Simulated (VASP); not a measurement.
# Y3C2 (P1) in VASP: single point with PBE

Aim: the single point of Y3C2 with PBE.

Everything below comes from runs of VASP 6.6.1. Logs are shortened: lines on timing, memory, paths and dates and some standing lists are left out, and cuts for length are marked.

**1. The cell of the first run**

The typed cell holds 10 atoms: a = 3.499 Å, b = 6.269 Å, c = 10.144 Å, α = 96.33°, β = 80.12°, γ = 106.13°.

**2. Single point, PBE**

File INCAR:

```
SYSTEM = Y3C2
PREC = Accurate
ENCUT = 520
EDIFF = 1E-7
ISMEAR = 0
SIGMA = 0.2
LREAL = .False.
LASPH = .True.
NELM = 80
ALGO = Normal
ISIF = 2
LWAVE = .False.
LCHARG = .False.
GGA = PE
NBANDS = 52
```

File KPOINTS:

```
regular mesh
0
Gamma
  6 4 2
  0 0 0
```

File POSCAR:

```
Y3C2
1.0
   -0.0015521119      0.5193091719     -3.4604514340
   -2.8478430212     -5.5062427149      0.9360549323
   -8.4739359050      5.4971920905     -0.9319232343
Y C
6 4
Direct
    0.5346797598     -0.0000589111      0.0000465544
    0.0301256251      0.4999293161      0.5000338483
    0.7029587517      0.9697027972      0.6653400187
    0.7187831424      0.5131662940      0.1743992060
    0.3802609837      0.4869064244      0.8255556581
    0.4000547286      0.0302004395      0.3346531618
    0.0332302254      0.6971895634      0.7128797608
    0.0835493916      0.1783123238      0.1638758684
    0.0676142367      0.8218717446      0.8361112514
    0.0487431550      0.3027800081      0.2871046723
```

Potentials or basis: VASP PAW PBE potentials, release 64 (Y_sv, C).

The run is started by

```console
$ cat potpaw_PBE.64/Y_sv/POTCAR potpaw_PBE.64/C/POTCAR > POTCAR
$ mpirun -np 1 vasp_std > vasp.out
```

OUTCAR:

```text
SYSTEM = Y3C2
   PREC = Accurate
   ENCUT = 520
   EDIFF = 1E-7
   ISMEAR = 0
   LREAL = .False.
   LASPH = .True.
   NELM = 80
   ISIF = 2
   GGA = PE

 ion  position               nearest neighbor table
   1  0.535  1.000  0.000-   8 2.48   9 2.49   9 2.68   8 2.68   6 3.34   3 3.34   5 3.45   4 3.45
                             5 3.90   4 3.90   4 3.94   5 3.95
   2  0.030  0.500  0.500-   7 2.37  10 2.37   6 3.59   3 3.59   3 3.67   6 3.67   4 3.67   5 3.67
                             3 3.69   6 3.69   5 3.73   4 3.73
   3  0.703  0.970  0.665-   7 2.44   7 2.49   9 2.59   9 2.69   1 3.34   5 3.41   2 3.59   2 3.67
                             2 3.69   6 3.77   6 3.78   5 3.83   5 3.83
   4  0.719  0.513  0.174-  10 2.45  10 2.50   8 2.61   8 2.73   6 3.41   1 3.45   2 3.67   2 3.73
                             6 3.82   6 3.84   5 3.89   5 3.90   1 3.90   1 3.94
   5  0.380  0.487  0.826-   7 2.46   7 2.49   9 2.61   9 2.73   3 3.41   1 3.45   2 3.67   2 3.73
                             3 3.83   3 3.83   4 3.89   4 3.90   1 3.90   1 3.95
   6  0.400  0.030  0.335-  10 2.44  10 2.49   8 2.58   8 2.70   1 3.34   4 3.41   2 3.59   2 3.67
                             2 3.69   3 3.77   3 3.78   4 3.82   4 3.84
   7  0.033  0.697  0.713-   9 1.40   2 2.37   3 2.44   5 2.46   3 2.49   5 2.49
   8  0.084  0.178  0.164-  10 1.40   1 2.48   6 2.58   4 2.61   1 2.68   6 2.70   4 2.73
   9  0.068  0.822  0.836-   7 1.40   1 2.49   3 2.59   5 2.61   1 2.68   3 2.69   5 2.73
  10  0.049  0.303  0.287-   8 1.40   2 2.37   6 2.44   4 2.45   6 2.49   4 2.50

  LATTYP: Found a triclinic cell.
 ALAT       =     6.2693793588
 B/A-ratio  =     1.8058858221
 C/A-ratio  =     0.5581415528
 COS(alpha) =     0.0000359678
 COS(beta)  =     0.2777940100
 COS(gamma) =     0.4550028068

  Lattice vectors:

 A1 = (   2.8478430212,   5.5062427149,  -0.9360549323)
 A2 = (  11.3217789262,   0.0090506244,  -0.0041316980)
 A3 = (  -0.0015521119,   0.5193091719,  -3.4604514340)

Analysis of symmetry for initial positions (statically):
=====================================================================
 Subroutine PRICEL returns:
 Original cell was already a primitive cell.

 Routine SETGRP: Setting up the symmetry group for a
 triclinic supercell.

 Subroutine GETGRP returns: Found  1 space group operations
 (whereof  1 operations were pure point group operations)
 out of a pool of  2 trial point group operations.

The static configuration has the point symmetry C_1 .

Analysis of symmetry for dynamics (positions and initial velocities):
[... 133 lines left out ...]
   ISIF   =      2    stress and relaxation
   ISYM   =      2    0-nonsym 1-usesym 2-fastsym
   POTIM  = 0.5000    time-step for ionic-motion
   TEBEG  =    0.0;   TEEND  =   0.0 temperature during run
   PSTRESS=    0.0 pullay stress
   NELECT =      82.0000    total number of electrons
   NUPDOWN=      -1.0000    fix difference up-down
   EMIN   =  10.00;   EMAX   =-10.00  energy-range for DOS
   EFERMI =   0.00;   METHOD = LEGACY
   ISMEAR =     0;   SIGMA  =   0.20  broadening in eV -4-tet -1-fermi 0-gaus
   EFERMI_NEDOS =   21; number of points for ismear=-14 and -15
   IALGO  =     38    algorithm
   IMIX   =      4    mixing-type and parameters
     AMIX     =   0.40;   BMIX     =  1.00
     AMIX_MAG =   1.60;   BMIX_MAG =  1.00
  volume/ion in A,a.u.               =      21.01       141.81
  Fermi-wavevector in a.u.,A,eV,Ry     =   1.196309  2.260697 19.472062  1.431156
  Thomas-Fermi vector in A             =   2.332253
   LORBIT       =      0    0 simple, 1 ext, 2 COOP (PROOUT), +10 PAW based schemes
   GGA     = PE    functional components
   LHFCALC =     F    Hartree Fock is set to
   AEXX    =    0.0000 exact exchange contribution
   IVDW    =     0    specifies the selected vdW correction
   LEPSILON=     F    determine dielectric tensor
   LRPA    =     F    only Hartree local field effects (RPA)
 non-spin polarized calculation
 Gauss-broadening in eV      SIGMA  =   0.20
  energy-cutoff  :      520.00
  volume of cell :      210.14
 maximum number of plane-waves:      5697
 NGX is ok and might be reduce to    28
   NGX = 13   NGY = 23   NGZ = 37

 number of electron      82.0000003 magnetization

 Free energy of the ion-electron system (eV)
  ---------------------------------------------------
  ext. energy  EPLUGINS =         0.00000000
  ---------------------------------------------------
  free energy    TOTEN  =       -78.14937103 eV

  energy without entropy =      -78.04115738  energy(sigma->0) =      -78.09526421

 E-fermi :   3.7210     XC(G=0):  -9.9797

 val. band max:        3.7146174653   @ k =  -0.0000   0.5000   0.0000
 cond. band min:       3.7574123084   @ k =   0.1667   0.5000   0.5000
 fundamental gap:      0.0427948431
 Fermi energy:         3.7209762874

 k-point     1 :       0.0000    0.0000    0.0000
  band No.  band energies     occupation
      1     -38.8253      2.00000
      2     -38.8163      2.00000
      3     -38.6614      2.00000
      4     -38.6479      2.00000
      5     -38.4580      2.00000
      6     -38.3176      2.00000
[... 1309 lines left out ...]
     51       6.2163      0.00000
     52       6.5092      0.00000

 [... further k-points ...]
[... 5 lines left out ...]
  --------------------------------------------------------------------------------------
  -------------------------------------------------------------------------------------
  Total        0.0412702     -0.0514936     -0.0951447     -0.0020226     -0.0213560     -0.0075564
  in kB        0.3146586     -0.3926052     -0.7254162     -0.0154207     -0.1628259     -0.0576124
  external PRESSURE =      -0.2677876 kB  Pullay stress =       0.0000000 kB

 VOLUME and BASIS-vectors are now :
 -----------------------------------------------------------------------------
  energy-cutoff  :      520.00
  volume of cell :      210.14
      direct lattice vectors                 reciprocal lattice vectors
    -0.001552112  0.519309172 -3.460451434    -0.000067947 -0.050376242 -0.296539558
    -2.847843021 -5.506242715  0.936054932    -0.088221424 -0.139536788 -0.020900685
    -8.473935905  5.497192090 -0.931923234    -0.088360254  0.046903477  0.007078426

 POSITION                                       TOTAL-FORCE (eV/Angst)
 -----------------------------------------------------------------------------------
     -2.84890     -5.22800     -0.91428        -0.001008     -0.002512      0.000089
     -5.66102      0.01169     -0.10228        -0.000371     -0.001952     -0.001467
     -8.40070     -1.31686     -2.14491         0.003644     -0.005193      0.002450
     -2.94038     -1.49364     -2.16949        -0.004033     -0.008099      0.001019
     -8.38293      2.05469     -1.62946         0.003782      0.010360     -0.005472
     -2.92246      1.88111     -1.66797        -0.003843      0.007915     -0.002138
     -8.02644      0.09720     -0.12673         0.073166     -0.004428      0.009266
     -1.89661     -0.03759     -0.27493         0.077375      0.003063     -0.008514
     -9.42582      0.10595     -0.24385        -0.074051     -0.001642     -0.009166
     -3.29525     -0.06360     -0.15281        -0.074662      0.002490      0.013933
 -----------------------------------------------------------------------------------
    total drift:                                0.000043     -0.000008      0.000219

  FREE ENERGIE OF THE ION-ELECTRON SYSTEM (eV)
  ---------------------------------------------------
  free  energy   TOTEN  =       -78.1493710339 eV

  energy  without entropy=      -78.0411573783  energy(sigma->0) =      -78.09526421
```

stdout:

```text
POSCAR found type information on POSCAR Y C
 POSCAR found :  2 types and      10 ions
 scaLAPACK will be used
 LDA part: xc-table for (Slater+PW92), standard interpolation
 POSCAR, INCAR and KPOINTS ok, starting setup
 FFT: planning ... GRIDC
 FFT: planning ... GRID_SOFT
 FFT: planning ... GRID
 WAVECAR not read
 entering main loop
```

Wall time 3.8 min (1 thread of Intel Xeon 6975P-C (Granite Rapids), shared host); peak memory 0.45 GiB.

What came out:

| Quantity | Value |
| --- | --- |
| Free energy | -78.1494 eV |
| Pressure | 0.0 GPa |
| Largest force | 0.078 eV/Å |
| Band gap on the k mesh | zero (bands 41 and 42 overlap by 0.24 eV) |

Forces in eV/Å, atoms in the order of the input:
```
Y   -0.001 -0.003  0.000
Y    0.000 -0.002 -0.001
Y    0.004 -0.005  0.002
Y   -0.004 -0.008  0.001
Y    0.004  0.010 -0.005
Y   -0.004  0.008 -0.002
C    0.073 -0.004  0.009
C    0.077  0.003 -0.009
C   -0.074 -0.002 -0.009
C   -0.075  0.002  0.014
```

Stress tensor (GPa, compression positive):
```
 0.03  0.00 -0.01
 0.00 -0.04 -0.02
-0.01 -0.02 -0.07
```

Levels at points of the mesh, in eV from the Fermi level:
| k point | band 38 | band 39 | band 40 | band 41 | band 42 | band 43 | band 44 | band 45 |
| --- | --- | --- | --- | --- | --- | --- | --- | --- |
| (0.00, 0.00, 0.00) | -0.80 | -0.35 | -0.17 | -0.02 | 0.27 | 0.35 | 0.71 | 1.15 |
| (0.50, 0.00, 0.00) | -1.02 | -0.84 | -0.71 | 0.17 | 0.20 | 0.40 | 0.81 | 1.18 |
| (0.00, 0.50, 0.00) | -0.78 | -0.67 | -0.48 | -0.21 | -0.01 | 0.31 | 0.34 | 0.76 |
| (0.50, 0.50, 0.00) | -0.84 | -0.69 | -0.61 | -0.11 | 0.06 | 0.38 | 0.91 | 1.13 |
| (0.00, 0.00, 0.50) | -0.74 | -0.37 | -0.15 | 0.17 | 0.36 | 0.60 | 0.65 | 0.92 |
| (0.50, 0.00, 0.50) | -0.84 | -0.69 | -0.61 | -0.11 | 0.06 | 0.38 | 0.90 | 1.14 |
| (0.00, 0.50, 0.50) | -0.87 | -0.81 | -0.58 | -0.21 | 0.23 | 0.43 | 0.68 | 0.73 |
| (0.50, 0.50, 0.50) | -1.02 | -0.84 | -0.71 | 0.17 | 0.20 | 0.40 | 0.81 | 1.19 |
